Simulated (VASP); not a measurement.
Write the native input for VASP 6.6.1 that does the following.

| Property | Result |
| --- | --- |
| Task | single point |
| Functional | LDA |
| Potentials or basis | VASP PAW LDA potentials, release 64 (Ir) |
| Cutoff | 520 eV |
| k mesh | 12 × 12 × 12 |
| Occupations | fermi-dirac, width 0.05 eV |
| Spin | no spin polarisation |
| Dipole correction | no |
| Further INCAR settings | ALGO = Normal; EDIFF = 1e-07; NBANDS = 10 |

The structure of Ir lies in POSCAR:

```
Ir
1.0
    0.0000000000      1.9156000000      1.9156000000
    1.9156000000      0.0000000000      1.9156000000
    1.9156000000      1.9156000000      0.0000000000
Ir
1
Direct
    0.0000000000      0.0000000000      0.0000000000
```

These files were run (other wordings do the same):

INCAR

```
SYSTEM = Ir
ALGO = Normal
EDIFF = 1E-7
ENCUT = 520
ISIF = 2
ISMEAR = -1
LASPH = .TRUE.
LCHARG = .FALSE.
LREAL = .FALSE.
LWAVE = .FALSE.
NBANDS = 10
NELM = 60
PREC = Accurate
SIGMA = 0.05
```

KPOINTS

```
k-points
0
G
  12 12 12
  0 0 0
```

Potentials or basis: VASP PAW LDA potentials, release 64 (Ir).

Run with:

```sh
$ cat potpaw_LDA.64/Ir/POTCAR > POTCAR
$ mpirun -np 1 vasp_std > vasp.out
```

It gave:

```json
{
  "Pressure": "-4.2 GPa"
}
```

Wall time 5.5 s on 1 thread of Intel(R) Xeon(R) Platinum 8488C (Sapphire Rapids), with other jobs on the host, peak memory 0.12 GiB.
